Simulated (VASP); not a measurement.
# Zn12Se7S5 (an interface model) in VASP: settings compared

The runs below take Zn12Se7S5 (an interface model) through single point, with PBEsol, LDA.

Everything below comes from runs of VASP 6.6.1. Logs are shortened: lines on timing, memory, paths and dates and some standing lists are left out, and cuts for length are marked.

## (1) The cell of the first run

The cell holds layers of an interface, 24 atoms: a = 3.787 Å, b = 3.787 Å, c = 39.069 Å, α = 90.00°, β = 90.00°, γ = 120.00°.

## (2) Single point, PBEsol

The input, INCAR:

```
SYSTEM = Zn12Se7S5
PREC = Accurate
ENCUT = 520
EDIFF = 1E-6
ISMEAR = -1
SIGMA = 0.05
LREAL = Auto
LASPH = .TRUE.
NELM = 100
ALGO = Normal
ISIF = 2
LWAVE = .FALSE.
LCHARG = .FALSE.
GGA = PS
NBANDS = 126
```

The input, KPOINTS:

```
regular mesh
0
G
  2 2 1
  0 0 0
```

The input, POSCAR:

```
Zn12Se7S5
1.0
    2.6781340000     -2.6781340000      0.0000000000
    0.0000000000      2.6781340000     -2.6781340000
   22.5565830000     22.5565830000     22.5565830000
Zn Se S
12 7 5
Direct
    0.9996210000      0.0018640000      0.0009110000
    0.9956990000      0.9884220000      0.2586080000
    0.0069260000      0.0108460000      0.5184250000
    0.9960850000      0.9991610000      0.7623910000
    0.3312470000      0.6681650000      0.0865390000
    0.3347160000      0.6663830000      0.3443060000
    0.3306300000      0.6575630000      0.6040680000
    0.3395110000      0.6745830000      0.8422630000
    0.6655330000      0.3359300000      0.1719810000
    0.6583210000      0.3245030000      0.4310280000
    0.6712430000      0.3488290000      0.6824930000
    0.6652070000      0.3334600000      0.9199860000
    0.9968940000      0.9929450000      0.0648970000
    0.9997420000      0.9936960000      0.3230600000
    0.9916830000      0.9960460000      0.5830350000
    0.3261830000      0.6694310000      0.1509090000
    0.3414190000      0.6780790000      0.4090820000
    0.6767100000      0.3343520000      0.2368720000
    0.6714520000      0.3505020000      0.4967490000
    0.0012110000      0.9988770000      0.8222610000
    0.3412760000      0.6622920000      0.6641230000
    0.3280350000      0.6536350000      0.9007790000
    0.6631690000      0.3268580000      0.7424010000
    0.6644240000      0.3270720000      0.9795070000
```

Potentials or basis: VASP PAW PBE potentials, release 64 (Zn, Se, S).

On the command line:

```console
> cat potpaw_PBE.64/Zn/POTCAR potpaw_PBE.64/Se/POTCAR potpaw_PBE.64/S/POTCAR > POTCAR
> mpirun -np 1 vasp_std > vasp.out
```

OUTCAR:

```text
SYSTEM = Zn12Se7S5
   PREC = Accurate
   ENCUT = 520
   EDIFF = 1E-6
   ISMEAR = -1
   LREAL = Auto
   LASPH = .TRUE.
   NELM = 100
   ISIF = 2
   GGA = PS

 ion  position               nearest neighbor table
   1  1.000  0.002  0.001-  24 2.32  24 2.34  24 2.37  13 2.50
   2  0.996  0.988  0.259-  18 2.31  18 2.34  18 2.39  14 2.52
   3  0.007  0.011  0.518-  19 2.33  19 2.34  19 2.37  15 2.52
   4  0.996  0.999  0.762-  23 2.30  23 2.32  20 2.34  23 2.34
   5  0.331  0.668  0.087-  13 2.32  13 2.34  13 2.37  16 2.51
   6  0.335  0.666  0.344-  14 2.33  14 2.33  14 2.36  17 2.53
[... 16 lines left out ...]
  23  0.663  0.327  0.742-   4 2.30   4 2.32   4 2.34  11 2.34
  24  0.664  0.327  0.980-   1 2.32  12 2.33   1 2.34   1 2.37

  LATTYP: Found a hexagonal cell.
 ALAT       =     3.7874534247
 C/A-ratio  =    10.3154133980

  Lattice vectors:

 A1 = (   2.6781340000,  -2.6781340000,   0.0000000000)
 A2 = (   0.0000000000,   2.6781340000,  -2.6781340000)
 A3 = (  22.5565830000,  22.5565830000,  22.5565830000)

Analysis of symmetry for initial positions (statically):
=====================================================================
 Subroutine PRICEL returns:
 Original cell was already a primitive cell.

 Routine SETGRP: Setting up the symmetry group for a
 hexagonal supercell.

 Subroutine GETGRP returns: Found  1 space group operations
 (whereof  1 operations were pure point group operations)
 out of a pool of 24 trial point group operations.

The static configuration has the point symmetry C_1 .

Analysis of symmetry for dynamics (positions and initial velocities):
=====================================================================
 Subroutine PRICEL returns:
 Original cell was already a primitive cell.

 Routine SETGRP: Setting up the symmetry group for a
 hexagonal supercell.

 Subroutine GETGRP returns: Found  1 space group operations
 (whereof  1 operations were pure point group operations)
 out of a pool of 24 trial point group operations.

The dynamic configuration has the point symmetry C_1 .

 Subroutine INISYM returns: Found  1 space group operations
 (whereof  1 operations are pure point group operations),
 and found     1 'primitive' translations

----------------------------------------------------------------------------------------

                                     Primitive cell

  volume of cell :     485.3546

  direct lattice vectors                    reciprocal lattice vectors
     2.678134000 -2.678134000  0.000000000     0.248929541 -0.124464770 -0.124464770
     0.000000000  2.678134000 -2.678134000     0.124464770  0.124464770 -0.248929541
    22.556583000 22.556583000 22.556583000     0.014777652  0.014777652  0.014777652

  length of vectors
     3.787453425  3.787453425 39.069147801     0.304875178  0.304875178  0.025595644

  position of ions in fractional coordinates (direct lattice)
     0.999621000  0.001864000  0.000911000
     0.995699000  0.988422000  0.258608000
     0.006926000  0.010846000  0.518425000
     0.996085000  0.999161000  0.762391000
     0.331247000  0.668165000  0.086539000
     0.334716000  0.666383000  0.344306000
[... 16 lines left out ...]
     0.663169000  0.326858000  0.742401000
     0.664424000  0.327072000  0.979507000

  ion indices of the primitive-cell ions
   primitive index   ion index
                 1           1
                 2           2
                 3           3
                 4           4
                 5           5
                 6           6
[... 16 lines left out ...]
                23          23
                24          24

----------------------------------------------------------------------------------------

 KPOINTS: regular mesh

Automatic generation of k-mesh.
 Grid dimensions read from file:
 generate k-points for:    2    2    1

 Generating k-lattice:

  Cartesian coordinates                     Fractional coordinates (reciprocal lattice)
     0.124464770 -0.062232385 -0.062232385     0.500000000  0.000000000  0.000000000
     0.062232385  0.062232385 -0.124464770     0.000000000  0.500000000  0.000000000
     0.014777652  0.014777652  0.014777652     0.000000000  0.000000000  1.000000000

  Length of vectors
     0.152437589  0.152437589  0.025595644

  Shift w.r.t. Gamma in fractional coordinates (k-lattice)
     0.000000000  0.000000000  0.000000000

 Subroutine IBZKPT returns following result:
 ===========================================

 Found      4 irreducible k-points:

 Following reciprocal coordinates:
            Coordinates               Weight
  0.000000  0.000000  0.000000      1.000000
  0.500000  0.000000  0.000000      1.000000
  0.000000  0.500000  0.000000      1.000000
  0.500000  0.500000  0.000000      1.000000
   k-points           NKPTS =      4   k-points in BZ     NKDIM =      4   number of bands    NBANDS=    126
   number of dos      NEDOS =    301   number of ions     NIONS =     24
   total plane-waves  NPLWV = 230496
   dimension x,y,z NGX =    28 NGY =   28 NGZ =  294
   dimension x,y,z NGXF=    56 NGYF=   56 NGZF=  588
   ions per type =              12   7   5
   NGX,Y,Z   is equivalent  to a cutoff of  12.29, 12.29, 12.51 a.u.
   NGXF,Y,Z  is equivalent  to a cutoff of  24.58, 24.58, 25.02 a.u.
 SYSTEM =  Zn12Se7S5
   PREC   = accura    normal or accurate (medium, high low for compatibility)
   ISTART =      0    job   : 0-new  1-cont  2-samecut
   ICHARG =      2    charge: 1-file 2-atom 10-const
   ISPIN  =      1    spin polarized calculation?
   LNONCOLLINEAR =      F non collinear calculations
   LSORBIT =      F    spin-orbit coupling
   LASPH  =      T    aspherical Exc in radial PAW
   ENCUT  =  520.0 eV  38.22 Ry    6.18 a.u.   7.04  7.04 72.64*2*pi/ulx,y,z
   NELM   =    100;   NELMIN=  2; NELMDL= -5     # of ELM steps
   EDIFF  = 0.1E-05   stopping-criterion for ELM
   LREAL  =      T    real-space projection
   EDIFFG = 0.1E-04   stopping-criterion for IOM
   NSW    =      0    number of steps for IOM
   IBRION =     -1    ionic relax: 0-MD 1-quasi-New 2-CG
   NFREE  =      0    steps in history (QN), initial steepest desc. (CG)
   ISIF   =      2    stress and relaxation
   ISYM   =      2    0-nonsym 1-usesym 2-fastsym
   POTIM  = 0.5000    time-step for ionic-motion
   TEBEG  =    0.0;   TEEND  =   0.0 temperature during run
   PSTRESS=    0.0 pullay stress
   NELECT =     216.0000    total number of electrons
   NUPDOWN=      -1.0000    fix difference up-down
   EMIN   =  10.00;   EMAX   =-10.00  energy-range for DOS
   EFERMI =   0.00;   METHOD = LEGACY
   ISMEAR =    -1;   SIGMA  =   0.05  broadening in eV -4-tet -1-fermi 0-gaus
   EFERMI_NEDOS =   21; number of points for ismear=-14 and -15
   IALGO  =     38    algorithm
   IMIX   =      4    mixing-type and parameters
     AMIX     =   0.40;   BMIX     =  1.00
     AMIX_MAG =   1.60;   BMIX_MAG =  1.00
  volume/ion in A,a.u.               =      20.22       136.47
  Fermi-wavevector in a.u.,A,eV,Ry     =   1.249894  2.361956 21.255482  1.562234
  Thomas-Fermi vector in A             =   2.383913
   LORBIT       =      0    0 simple, 1 ext, 2 COOP (PROOUT), +10 PAW based schemes
   GGA     = PS    functional components
   LHFCALC =     F    Hartree Fock is set to
   AEXX    =    0.0000 exact exchange contribution
   IVDW    =     0    specifies the selected vdW correction
   LEPSILON=     F    determine dielectric tensor
   LRPA    =     F    only Hartree local field effects (RPA)
 non-spin polarized calculation
  energy-cutoff  :      520.00
  volume of cell :      485.35
 maximum number of plane-waves:     13076
   NGX = 15   NGY = 15   NGZ =145

 number of electron     216.0000013 magnetization

 Free energy of the ion-electron system (eV)
  ---------------------------------------------------
  ext. energy  EPLUGINS =         0.00000000
  ---------------------------------------------------
  free energy    TOTEN  =       -74.45541455 eV

  energy without entropy =      -74.45529096  energy(sigma->0) =      -74.45535275

 E-fermi :   3.4499     XC(G=0):  -9.8658

 val. band max:        3.0232862342   @ k =   0.0000   0.0000   0.0000
 cond. band min:       3.8628779553   @ k =   0.0000   0.0000   0.0000
 fundamental gap:      0.8395917211
 Fermi energy:         3.4499311344

 k-point     1 :       0.0000    0.0000    0.0000
  band No.  band energies     occupation
      1     -11.5633      2.00000
      2     -11.3487      2.00000
      3     -11.2421      2.00000
      4     -11.1081      2.00000
      5     -10.9277      2.00000
      6     -10.8552      2.00000
[... 112 lines left out ...]
    119       5.9441      0.00000
    120       6.0803      0.00000

 k-point     2 :       0.5000    0.0000    0.0000
  band No.  band energies     occupation
      1     -10.5742      2.00000
      2     -10.4349      2.00000
      3     -10.3892      2.00000
      4     -10.2596      2.00000
      5     -10.2198      2.00000
      6     -10.1141      2.00000
[... 112 lines left out ...]
    119       6.1288      0.00000
    120       6.1687      0.00000

 k-point     3 :       0.0000    0.5000    0.0000
  band No.  band energies     occupation
      1     -10.5855      2.00000
      2     -10.4424      2.00000
      3     -10.4024      2.00000
      4     -10.2369      2.00000
      5     -10.2179      2.00000
      6     -10.1241      2.00000
[... 112 lines left out ...]
    119       6.1217      0.00000
    120       6.1542      0.00000

 k-point     4 :       0.5000    0.5000    0.0000
  band No.  band energies     occupation
      1     -10.5671      2.00000
      2     -10.4495      2.00000
      3     -10.3866      2.00000
      4     -10.2385      2.00000
      5     -10.2194      2.00000
      6     -10.1131      2.00000
[... 112 lines left out ...]
    119       6.1474      0.00000
    120       6.1799      0.00000
 [bands above 120 left out]

------------------------ aborting loop because EDIFF is reached ----------------------------------------

  FORCE on cell =-STRESS in cart. coord.  units (eV):
  Direction    XX          YY          ZZ          XY          YZ          ZX
  --------------------------------------------------------------------------------------
  -------------------------------------------------------------------------------------
  Total       23.2609100     23.3060782     23.2233078    -16.0536526    -16.3837182    -15.6504305
  in kB       76.7853047     76.9344067     76.6611780    -52.9938256    -54.0833868    -51.6627714
  external PRESSURE =      76.7936298 kB  Pullay stress =       0.0000000 kB

 VOLUME and BASIS-vectors are now :
 -----------------------------------------------------------------------------
  energy-cutoff  :      520.00
  volume of cell :      485.35
      direct lattice vectors                 reciprocal lattice vectors
     2.678134000 -2.678134000  0.000000000     0.248929541 -0.124464770 -0.124464770
     0.000000000  2.678134000 -2.678134000     0.124464770  0.124464770 -0.248929541
    22.556583000 22.556583000 22.556583000     0.014777652  0.014777652  0.014777652

 POSITION                                       TOTAL-FORCE (eV/Angst)
 -----------------------------------------------------------------------------------
      2.69767     -2.65158      0.01556         0.067177     -0.003274      0.206123
      8.49993      5.81382      3.18619         0.851001      0.516907      0.228027
     11.71245     11.70439     11.66485         0.479667      0.722650      0.395713
     19.86458     17.20517     14.52105         0.124413      0.013184      0.203480
      2.83915      2.85434      0.16259         0.513217      0.357634      0.718510
      8.66278      8.65462      5.98170         0.564294      0.497885      0.721205
[... 16 lines left out ...]
     18.52209     15.84534     15.87066        -0.082716      0.007905     -0.198346
     23.87375     21.19086     21.21839         0.124120      0.197223     -0.006044
 -----------------------------------------------------------------------------------
    total drift:                                0.013214     -0.012217      0.010779

  FREE ENERGIE OF THE ION-ELECTRON SYSTEM (eV)
  ---------------------------------------------------
  free  energy   TOTEN  =       -74.4554145479 eV

  energy  without entropy=      -74.4552909588  energy(sigma->0) =      -74.45535275
```

Run time: 4 min. Hardware: 1 thread of Intel Xeon 6975P-C (Granite Rapids), shared host; peak memory 0.59 GiB.

Results:

| Item | Value |
| --- | --- |
| Free energy | -74.4554 eV |
| Pressure | 7.7 GPa |
| Largest force | 1.257 eV/Å |
| Band gap on the k mesh | 0.84 eV |

Forces on the atoms (eV/Å):
```
Zn   0.067 -0.003  0.206
Zn   0.851  0.517  0.228
Zn   0.480  0.723  0.396
Zn   0.124  0.013  0.203
Zn   0.513  0.358  0.719
Zn   0.564  0.498  0.721
Zn   0.340  0.705  0.354
Zn  -0.145 -0.129  0.073
Zn   0.478  0.756  0.617
Zn   0.991  0.768  0.082
Zn   0.398 -0.215  0.634
Zn   0.109  0.000  0.377
Se  -0.504 -0.323 -0.716
Se  -0.517 -0.458 -0.722
Se  -0.490 -0.921 -0.564
Se  -0.404 -0.749 -0.571
Se  -0.905 -0.676  0.009
Se  -0.911 -0.528 -0.260
Se  -0.618 -0.850 -0.440
S   -0.073 -0.080 -0.258
S   -0.450  0.222 -0.643
S    0.059  0.169 -0.240
S   -0.083  0.008 -0.198
S    0.124  0.197 -0.006
```

Stress tensor (GPa, compression positive):
```
 7.68 -5.30 -5.17
-5.30  7.69 -5.41
-5.17 -5.41  7.67
```

Levels at points of the mesh, in eV from the valence-band top:
| k point | band 106 | band 107 | band 108 | band 109 | band 110 | band 111 |
| --- | --- | --- | --- | --- | --- | --- |
| (0.00, 0.00, 0.00) | -0.26 | -0.06 | 0.00 | 0.84 | 1.55 | 1.71 |
| (0.50, 0.00, 0.00) | -1.62 | -1.48 | -1.28 | 1.80 | 1.85 | 2.28 |
| (0.00, 0.50, 0.00) | -1.60 | -1.52 | -1.29 | 1.81 | 1.84 | 2.24 |
| (0.50, 0.50, 0.00) | -1.61 | -1.48 | -1.29 | 1.82 | 1.85 | 2.28 |

Caveat: the k points lie up to 0.96 Å⁻¹ apart; the PAW data sets were made with another functional, which shifts forces and pressure a little.

## (3) Single point, LDA, collinear spin

The input, INCAR:

```
ALGO     = Normal         # electronic algorithm
EDIFF    = 1E-6           # SCF threshold, eV
ENCUT    = 400            # plane-wave cutoff, eV
GGA_COMPAT= False        
ISIF     = 2              # what is computed and relaxed
ISMEAR   = -1             # smearing method
ISPIN    = 2              # spin polarisation
KPAR     = 4            
LASPH    = True           # aspherical terms in the spheres
LCHARG   = False          # write CHGCAR
LORBIT   = 11             # projections on sites
LREAL    = False          # projectors in reciprocal space
LWAVE    = False          # write WAVECAR
MAGMOM   = 0.167 0.167 0.167 0.167 0.167 0.167 0.167 0.167 0.167 0.167 0.167 0.167 0.167 0.167 0.167 0.167 0.167 0.167 0.167 0.167 0.167 0.167 0.167 0.167 # initial moments
NBANDS   = 130            # bands
NELM     = 200            # most SCF steps
PREC     = Accurate       # precision mode
SIGMA    = 0.05           # smearing width, eV
```

The input, KPOINTS:

```
k-points
0
Gamma
  4 4 1
```

POSCAR is that of step 2.

Potentials or basis: VASP PAW LDA potentials, release 64 (Zn, Se, S).

On the command line:

```console
> cat potpaw_LDA.64/Zn/POTCAR potpaw_LDA.64/Se/POTCAR potpaw_LDA.64/S/POTCAR > POTCAR
> mpirun -np 4 vasp_std > vasp.out
```

Run time: 11 min. Hardware: 4 MPI ranks of Intel Xeon Platinum 8375C at 2.90GHz (Ice Lake), shared host; peak memory 0.76 GiB.

The run converged. Its results:

| Property | Result |
| --- | --- |
| Free energy | -91.2055 eV |
| Pressure | 1.3 GPa |
| Largest force | 1.001 eV/Å |
| Band gap on the k mesh | 0.76 eV |
| Net moment | 0.00 μB per cell |
| Valence electrons inside the program's atomic spheres | Zn 10.79, 10.89, 10.84, 10.93, 10.86, 10.90, 10.88, 10.87 (each value once); Se 3.95, 3.96, 3.94 (each value once); S 3.74, 3.75, 3.73 (each value once) |

Forces on the atoms (eV/Å):
```
Zn  -0.101 -0.169  0.033
Zn   0.670  0.351  0.079
Zn   0.321  0.552  0.243
Zn  -0.024 -0.133  0.051
Zn   0.342  0.196  0.539
Zn   0.399  0.333  0.543
Zn   0.203  0.546  0.213
Zn  -0.286 -0.271 -0.074
Zn   0.320  0.582  0.451
Zn   0.806  0.591 -0.058
Zn   0.245 -0.329  0.477
Zn  -0.044 -0.147  0.212
Se  -0.350 -0.179 -0.561
Se  -0.359 -0.297 -0.551
Se  -0.336 -0.745 -0.410
Se  -0.250 -0.580 -0.407
Se  -0.720 -0.492  0.151
Se  -0.725 -0.356 -0.109
Se  -0.452 -0.677 -0.282
S    0.063  0.060 -0.111
S   -0.292  0.341 -0.475
S    0.202  0.304 -0.088
S    0.076  0.160 -0.037
S    0.291  0.359  0.168
```

Stress tensor (GPa, compression positive):
```
 1.28 -2.63 -2.51
-2.63  1.28 -2.73
-2.51 -2.73  1.28
```

Levels at points of the mesh, in eV from the valence-band top:
Spin up:
```tsv
k point	band 106	band 107	band 108	band 109	band 110	band 111
(0.00, 0.00, 0.00)	-0.27	-0.06	0.00	0.76	1.49	1.68
(0.50, 0.00, 0.00)	-1.61	-1.45	-1.26	1.75	1.86	2.30
(0.00, 0.50, 0.00)	-1.59	-1.48	-1.26	1.75	1.85	2.27
(0.50, 0.50, 0.00)	-1.60	-1.45	-1.27	1.76	1.85	2.31
```
Spin down:
```tsv
k point	band 106	band 107	band 108	band 109	band 110	band 111
(0.00, 0.00, 0.00)	-0.27	-0.06	0.00	0.76	1.49	1.68
(0.50, 0.00, 0.00)	-1.61	-1.45	-1.26	1.75	1.86	2.30
(0.00, 0.50, 0.00)	-1.59	-1.48	-1.26	1.75	1.85	2.27
(0.50, 0.50, 0.00)	-1.60	-1.45	-1.27	1.76	1.85	2.31
```

Caveat: the k points lie up to 0.48 Å⁻¹ apart.
